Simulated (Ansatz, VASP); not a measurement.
**One calculation of CdSe, two programs**

Contents of INCAR:

```
SYSTEM = CdSe
  PREC = Accurate
  ENCUT = 520
  EDIFF = 1E-6
  ISMEAR = -1
  SIGMA = 0.05
  LREAL = .False.
  LASPH = .True.
  NELM = 80
  ALGO = Normal
  ISIF = 2
  LWAVE = .False.
  LCHARG = .True.
  LELF = .True.
  LVHAR = .True.
  NBANDS = 16
```

File KPOINTS:

```
Automatic mesh
0
Gamma
  6 6 6
  0 0 0
```

POSCAR

```
CdSe
1.0
    0.0143697900      2.8739580000      2.8739580000
    2.8739580000      0.0143697900      2.8739580000
    2.8883277900      2.8883277900      0.0000000000
Cd Se
1 1
Direct
    0.0000000000      0.0000000000      0.0000000000
    0.5000000000      0.5000000000      0.5000000000
```

Input for Ansatz:

```yaml
crystal:
  lattice:
    - [0.01436979, 2.873958, 2.873958]
    - [2.873958, 0.01436979, 2.873958]
    - [2.88832779, 2.88832779, 0.0]
  atoms:
    - { symbol: Cd, position: [0.0, 0.0, 0.0] }
    - { symbol: Se, position: [0.5, 0.5, 0.5] }
basis:
  ecutwfc: 520.0
kpoints:
  mp_grid:
    grid: [6, 6, 6]
hamiltonian:
  xc: lda
  pseudopotentials:
    kind: paw
scf:
  occupations:
    method: fermi_dirac
    width: 0.05
output:
  stress: true
```

Alike in both runs: task single point; functional LDA; k mesh 6 × 6 × 6; occupations fermi-dirac, width 0.05 eV; no spin polarisation.

|  | VASP | Ansatz |
| --- | --- | --- |
| version | VASP 6.6.1 | Ansatz 0.2.0 |
| potentials or method | VASP PAW LDA potentials, release 64 (Cd, Se), cutoff 520 eV | plane waves, PAW |
| valence electrons in the cell | 18 | 36 |

|  | VASP | Ansatz | Ansatz less VASP |
| --- | --- | --- | --- |
| pressure (GPa) | -5.5 | -5.9 | -0.42 |
| traceless stress, the component that is largest in VASP (GPa) | -0.24 | -0.25 | -0.002 |

LDA's correlation is that of Perdew and Zunger in VASP and of Perdew and Wang (1992) in Ansatz. VASP's potentials hold 18 valence electrons a cell and Ansatz's 36, so a difference there can come from the potentials and not from the codes.
